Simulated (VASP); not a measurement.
**MgI2: single point with PBE**

Crystal: MgI2.

```
Mg I
1.0
     4.11546    0.00000    0.00000
    -2.05773    3.56409    0.00000
     0.00000    0.00000    7.64138
Mg I
1 2
Direct
  0.00000 0.00000 0.00000
  0.33333 0.66667 0.78971
  0.66667 0.33333 0.21029
```

```
Program             : VASP 6.6.1
Task                : single point
Functional          : PBE
Potentials or basis : VASP PAW PBE potentials, release 64 (Mg, I)
Cutoff              : 520 eV
k mesh              : 6 × 6 × 4
Occupations         : gaussian, width 0.05 eV
Spin                : no spin polarisation
```

* Pressure: 2.3 GPa
* Largest force: 0.515 eV/Å
* Band gap on the k mesh: 3.72 eV, indirect (least direct gap 4.03 eV)

Forces in eV/Å, atoms in the order of the input:
```
Mg   0.000  0.000  0.000
I    0.000  0.000 -0.515
I    0.000  0.000  0.515
```

Stress tensor (GPa, compression positive):
```
2.27 0.00 0.00
0.00 2.27 0.00
0.00 0.00 2.41
```

Levels at points of the mesh, in eV from the valence-band top:
| k point | band 6 | band 7 | band 8 | band 9 | band 10 | band 11 |
| --- | --- | --- | --- | --- | --- | --- |
| (0.00, 0.00, 0.00) | -0.27 | 0.00 | 0.00 | 4.03 | 4.93 | 6.75 |
| (0.50, 0.00, 0.00) | -1.32 | -0.70 | -0.44 | 3.74 | 5.52 | 5.77 |
| (0.00, 0.00, 0.50) | -0.34 | -0.02 | -0.02 | 4.71 | 4.95 | 6.70 |
| (0.50, 0.00, 0.50) | -1.26 | -0.68 | -0.48 | 3.72 | 5.51 | 5.67 |

It took 17 s on 1 thread of Intel(R) Xeon(R) 6975P-C (Granite Rapids), with other jobs on the host, peak memory 0.25 GiB.

Caveat: spin-orbit coupling is left out, which moves the levels of the heavy elements; this functional lacks dispersion, which binds the layers, so the pressure and a relaxed spacing across them are unreliable. A k mesh can miss the band edges.
